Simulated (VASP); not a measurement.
# TiO (Cmmm) in VASP: single point with PBEsol

Aim: the single point of TiO with PBEsol.

Program: VASP 6.6.1. These are calculated values, not measurements. Logs are shortened: lines on timing, memory, paths and dates and some standing lists are left out, and cuts for length are marked.

## (1) The cell of the first run

The structure is orthorhombic, space group Cmmm (No. 65). Conventional cell: a = 5.590 Å, b = 5.818 Å, c = 4.034 Å, α = 90.00°, β = 90.00°, γ = 90.00°. Ti (site symmetry mmm) has 4 O at 2.02 Å within 2.7 Å. Ti (site symmetry 2/m) has 4 O at 2.02 Å and 8 Ti at 2.80 to 2.91 Å within 3.0 Å. Within 3.0 Å of O (site symmetry 2/m) lie 4 Ti at 2.02 Å and 8 O at 2.80 to 2.91 Å. O (site symmetry mmm) has 4 Ti at 2.02 Å within 2.7 Å.

## (2) Single point, PBEsol (strain -0.0400 x Voigt [0, 0, 0, 0, 0, 1])

INCAR reads:

```
SYSTEM = TiO
PREC = Accurate ; ENCUT = 520
EDIFF = 1E-7 ; ISMEAR = 0
SIGMA = 0.15 ; LREAL = .False.
LASPH = .True. ; NELM = 80
ALGO = Normal ; ISIF = 2
LWAVE = .False. ; LCHARG = .False.
GGA = PS ; NBANDS = 36
```

KPOINTS reads:

```
regular mesh
0
Gamma
  12 12 12
  0 0 0
```

POSCAR reads:

```
TiO
1.0
    4.0335084229     -0.0806701685      0.0000000000
   -0.0806701685      4.0335084229      0.0000000000
    0.0000000000      0.0000000000      4.0335084229
Ti O
3 3
Direct
    0.5000000000      0.5000000000      0.0000000000
    0.0000000000      0.5000000000      0.5000000000
    0.5000000000      0.0000000000      0.5000000000
    0.0000000000      0.5000000000      0.0000000000
    0.5000000000      0.0000000000      0.0000000000
    0.0000000000      0.0000000000      0.5000000000
```

Potentials or basis: VASP PAW PBE potentials, release 64 (Ti_sv, O).

Run with:

```console
$ cat potpaw_PBE.64/Ti_sv/POTCAR potpaw_PBE.64/O/POTCAR > POTCAR
$ mpirun -np 1 vasp_std > vasp.out
```

OUTCAR:

```text
SYSTEM = TiO
   PREC = Accurate
   ENCUT = 520
   EDIFF = 1E-7
   ISMEAR = 0
   LREAL = .False.
   LASPH = .True.
   NELM = 80
   ISIF = 2
   GGA = PS

 ion  position               nearest neighbor table
   1  0.500  0.500  0.000-   4 2.02   5 2.02   5 2.02   4 2.02   2 2.85   3 2.85   3 2.85   2 2.85
                             3 2.85   2 2.85   3 2.85   2 2.85
   2  0.000  0.500  0.500-   4 2.02   4 2.02   6 2.02   6 2.02   3 2.80   3 2.80   1 2.85   1 2.85
                             1 2.85   1 2.85   3 2.91   3 2.91
   3  0.500  0.000  0.500-   5 2.02   5 2.02   6 2.02   6 2.02   2 2.80   2 2.80   1 2.85   1 2.85
                             1 2.85   1 2.85   2 2.91   2 2.91
   4  0.000  0.500  0.000-   2 2.02   2 2.02   1 2.02   1 2.02
   5  0.500  0.000  0.000-   3 2.02   3 2.02   1 2.02   1 2.02
   6  0.000  0.000  0.500-   2 2.02   3 2.02   2 2.02   3 2.02

  LATTYP: Found a base centered orthorhombic cell.
 ALAT       =     5.5901574692
 B/A-ratio  =     1.0408163266
 C/A-ratio  =     0.7215375318

  Lattice vectors:

 A1 = (   4.0335084229,  -0.0806701685,   0.0000000000)
 A2 = (  -0.0806701685,   4.0335084229,   0.0000000000)
 A3 = (   0.0000000000,   0.0000000000,   4.0335084229)

Analysis of symmetry for initial positions (statically):
=====================================================================
 Subroutine PRICEL returns:
 Original cell was already a primitive cell.

 Routine SETGRP: Setting up the symmetry group for a
 base centered orthorhombic supercell.

 Subroutine GETGRP returns: Found  8 space group operations
 (whereof  8 operations were pure point group operations)
 out of a pool of  8 trial point group operations.

The static configuration has the point symmetry D_2h.

Analysis of symmetry for dynamics (positions and initial velocities):
=====================================================================
 Subroutine PRICEL returns:
 Original cell was already a primitive cell.

 Routine SETGRP: Setting up the symmetry group for a
 base centered orthorhombic supercell.

 Subroutine GETGRP returns: Found  8 space group operations
 (whereof  8 operations were pure point group operations)
 out of a pool of  8 trial point group operations.

The dynamic configuration has the point symmetry D_2h.

 Subroutine INISYM returns: Found  8 space group operations
 (whereof  8 operations are pure point group operations),
 and found     1 'primitive' translations

----------------------------------------------------------------------------------------

                                     Primitive cell

  volume of cell :      65.5957

  direct lattice vectors                    reciprocal lattice vectors
     4.033508423 -0.080670169  0.000000000     0.248022331  0.004960447  0.000000000
    -0.080670169  4.033508423  0.000000000     0.004960447  0.248022331  0.000000000
     0.000000000  0.000000000  4.033508423     0.000000000  0.000000000  0.247923122

  length of vectors
     4.034315044  4.034315044  4.033508423     0.248071930  0.248071930  0.247923122

  position of ions in fractional coordinates (direct lattice)
     0.500000000  0.500000000  0.000000000
     1.000000000  0.500000000  0.500000000
     0.500000000  1.000000000  0.500000000
     1.000000000  0.500000000  0.000000000
     0.500000000  1.000000000  0.000000000
     0.000000000  0.000000000  0.500000000

  ion indices of the primitive-cell ions
   primitive index   ion index
                 1           1
                 2           2
                 3           3
                 4           4
                 5           5
                 6           6

----------------------------------------------------------------------------------------

 KPOINTS: regular mesh

Automatic generation of k-mesh.
 Grid dimensions read from file:
 generate k-points for:   12   12   12

 Generating k-lattice:

  Cartesian coordinates                     Fractional coordinates (reciprocal lattice)
     0.020668528  0.000413371  0.000000000     0.083333333  0.000000000  0.000000000
     0.000413371  0.020668528  0.000000000     0.000000000  0.083333333  0.000000000
     0.000000000  0.000000000  0.020660260     0.000000000  0.000000000  0.083333333

  Length of vectors
     0.020672661  0.020672661  0.020660260

  Shift w.r.t. Gamma in fractional coordinates (k-lattice)
     0.000000000  0.000000000  0.000000000

 Subroutine IBZKPT returns following result:
 ===========================================

 Found    301 irreducible k-points:

 Following reciprocal coordinates:
            Coordinates               Weight
  0.000000  0.000000  0.000000      1.000000
  0.083333 -0.000000  0.000000      4.000000
  0.166667  0.000000  0.000000      4.000000
  0.250000 -0.000000  0.000000      4.000000
  0.333333 -0.000000  0.000000      4.000000
  0.416667 -0.000000  0.000000      4.000000
[... 16 lines left out ...]
  0.500000  0.166667  0.000000      4.000000
 -0.416667  0.166667  0.000000      4.000000
 [... further k-points ...]
   k-points           NKPTS =    301   k-points in BZ     NKDIM =    301   number of bands    NBANDS=     36
   number of dos      NEDOS =    301   number of ions     NIONS =      6
   total plane-waves  NPLWV =  27000
   dimension x,y,z NGX =    30 NGY =   30 NGZ =   30
   dimension x,y,z NGXF=    60 NGYF=   60 NGZF=   60
   ions per type =               3   3
   NGX,Y,Z   is equivalent  to a cutoff of  12.36, 12.36, 12.36 a.u.
   NGXF,Y,Z  is equivalent  to a cutoff of  24.72, 24.72, 24.73 a.u.
 SYSTEM =  TiO
   PREC   = accura    normal or accurate (medium, high low for compatibility)
   ISTART =      0    job   : 0-new  1-cont  2-samecut
   ICHARG =      2    charge: 1-file 2-atom 10-const
   ISPIN  =      1    spin polarized calculation?
   LNONCOLLINEAR =      F non collinear calculations
   LSORBIT =      F    spin-orbit coupling
   LASPH  =      T    aspherical Exc in radial PAW
   ENCUT  =  520.0 eV  38.22 Ry    6.18 a.u.   7.50  7.50  7.50*2*pi/ulx,y,z
   NELM   =     80;   NELMIN=  2; NELMDL= -5     # of ELM steps
   EDIFF  = 0.1E-06   stopping-criterion for ELM
   LREAL  =      F    real-space projection
   EDIFFG = 0.1E-05   stopping-criterion for IOM
   NSW    =      0    number of steps for IOM
   IBRION =     -1    ionic relax: 0-MD 1-quasi-New 2-CG
   NFREE  =      0    steps in history (QN), initial steepest desc. (CG)
   ISIF   =      2    stress and relaxation
   ISYM   =      2    0-nonsym 1-usesym 2-fastsym
   POTIM  = 0.5000    time-step for ionic-motion
   TEBEG  =    0.0;   TEEND  =   0.0 temperature during run
   PSTRESS=    0.0 pullay stress
   NELECT =      54.0000    total number of electrons
   NUPDOWN=      -1.0000    fix difference up-down
   EMIN   =  10.00;   EMAX   =-10.00  energy-range for DOS
   EFERMI =   0.00;   METHOD = LEGACY
   ISMEAR =     0;   SIGMA  =   0.15  broadening in eV -4-tet -1-fermi 0-gaus
   EFERMI_NEDOS =   21; number of points for ismear=-14 and -15
   IALGO  =     38    algorithm
   IMIX   =      4    mixing-type and parameters
     AMIX     =   0.40;   BMIX     =  1.00
     AMIX_MAG =   1.60;   BMIX_MAG =  1.00
  volume/ion in A,a.u.               =      10.93        73.78
  Fermi-wavevector in a.u.,A,eV,Ry     =   1.534314  2.899434 32.029757  2.354121
  Thomas-Fermi vector in A             =   2.641260
   LORBIT       =      0    0 simple, 1 ext, 2 COOP (PROOUT), +10 PAW based schemes
   GGA     = PS    functional components
   LHFCALC =     F    Hartree Fock is set to
   AEXX    =    0.0000 exact exchange contribution
   IVDW    =     0    specifies the selected vdW correction
   LEPSILON=     F    determine dielectric tensor
   LRPA    =     F    only Hartree local field effects (RPA)
 non-spin polarized calculation
 Gauss-broadening in eV      SIGMA  =   0.15
  energy-cutoff  :      520.00
  volume of cell :       65.60
 maximum number of plane-waves:      1793
   NGX = 15   NGY = 15   NGZ = 15

 number of electron      53.9999977 magnetization

 Free energy of the ion-electron system (eV)
  ---------------------------------------------------
  ext. energy  EPLUGINS =         0.00000000
  ---------------------------------------------------
  free energy    TOTEN  =       -56.00365079 eV

  energy without entropy =      -55.94874800  energy(sigma->0) =      -55.97619940

 E-fermi :   8.3682     XC(G=0): -12.2580

 val. band max:        8.3673474861   @ k =   0.5000  -0.0000   0.5000
 cond. band min:       8.3698846660   @ k =   0.3333   0.1667   0.0000
 fundamental gap:      0.0025371800
 Fermi energy:         8.3682298567

 k-point     1 :       0.0000    0.0000    0.0000
  band No.  band energies     occupation
      1     -48.5563      2.00000
      2     -48.3935      2.00000
      3     -48.3815      2.00000
      4     -25.1949      2.00000
      5     -25.1853      2.00000
      6     -25.1848      2.00000
[... 28 lines left out ...]
     35      11.9422      0.00000
     36      11.9507      0.00000

 k-point     2 :       0.0833   -0.0000    0.0000
  band No.  band energies     occupation
      1     -48.5537      2.00000
      2     -48.3941      2.00000
      3     -48.3833      2.00000
      4     -25.1899      2.00000
      5     -25.1823      2.00000
      6     -25.1797      2.00000
[... 28 lines left out ...]
     35      11.9233      0.00000
     36      11.9704      0.00000

 k-point     3 :       0.1667    0.0000    0.0000
  band No.  band energies     occupation
      1     -48.5464      2.00000
      2     -48.3975      2.00000
      3     -48.3869      2.00000
      4     -25.1784      2.00000
      5     -25.1708      2.00000
      6     -25.1653      2.00000
[... 28 lines left out ...]
     35      11.6864      0.00000
     36      11.7126      0.00000
[... 742 lines left out ...]
 k-point    23 :       0.5000    0.1667    0.0000
  band No.  band energies     occupation
      1     -48.4945      2.00000
      2     -48.4386      2.00000
      3     -48.3958      2.00000
      4     -25.2328      2.00000
      5     -25.1004      2.00000
      6     -25.0731      2.00000
[... 28 lines left out ...]
     35      11.1943      0.00000
     36      11.7315      0.00000

 k-point    24 :      -0.4167    0.1667    0.0000
  band No.  band energies     occupation
      1     -48.5026      2.00000
      2     -48.4307      2.00000
      3     -48.3957      2.00000
      4     -25.2372      2.00000
      5     -25.1064      2.00000
      6     -25.0786      2.00000
[... 28 lines left out ...]
     35      11.3275      0.00000
     36      11.7520      0.00000

 [... further k-points ...]

------------------------ aborting loop because EDIFF is reached ----------------------------------------

  FORCE on cell =-STRESS in cart. coord.  units (eV):
  Direction    XX          YY          ZZ          XY          YZ          ZX
  --------------------------------------------------------------------------------------
  -------------------------------------------------------------------------------------
  Total        0.2054242      0.2054242      0.2891288      0.9246566      0.0000000      0.0000000
  in kB        5.0174965      5.0174965      7.0619861     22.5847816      0.0000000      0.0000000
  external PRESSURE =       5.6989931 kB  Pullay stress =       0.0000000 kB

 VOLUME and BASIS-vectors are now :
 -----------------------------------------------------------------------------
  energy-cutoff  :      520.00
  volume of cell :       65.60
      direct lattice vectors                 reciprocal lattice vectors
     4.033508423 -0.080670169  0.000000000     0.248022331  0.004960447  0.000000000
    -0.080670169  4.033508423  0.000000000     0.004960447  0.248022331  0.000000000
     0.000000000  0.000000000  4.033508423     0.000000000  0.000000000  0.247923122

 POSITION                                       TOTAL-FORCE (eV/Angst)
 -----------------------------------------------------------------------------------
      1.97642      1.97642      0.00000        -0.000000      0.000000      0.000000
     -0.04034      2.01675      2.01675         0.000000      0.000000      0.000000
      2.01675     -0.04034      2.01675         0.000000      0.000000      0.000000
     -0.04034      2.01675      0.00000         0.000000      0.000000      0.000000
      2.01675     -0.04034      0.00000         0.000000      0.000000      0.000000
      0.00000      0.00000      2.01675         0.000000      0.000000      0.000000
 -----------------------------------------------------------------------------------
    total drift:                                0.000000      0.000000     -0.000000

  FREE ENERGIE OF THE ION-ELECTRON SYSTEM (eV)
  ---------------------------------------------------
  free  energy   TOTEN  =       -56.0036507942 eV

  energy  without entropy=      -55.9487479983  energy(sigma->0) =      -55.97619940
```

It took 19 min on 1 thread of AMD EPYC 7R43 (Zen 3), shared host; peak memory 0.54 GiB.

Results:

```yaml
Free_energy: -56.0037 eV
Pressure: 0.6 GPa
Band_gap_on_the_k_mesh: zero (bands 27 and 28 overlap by 1.95 eV)
```

Caveat: the cell differs from its parent crystal (strain -0.0400 x Voigt [0, 0, 0, 0, 0, 1]); the PAW data sets were made with another functional, which shifts forces and pressure a little; semilocal functionals often make such compounds metallic where correlation or magnetic order opens a gap, which also shifts bond lengths.
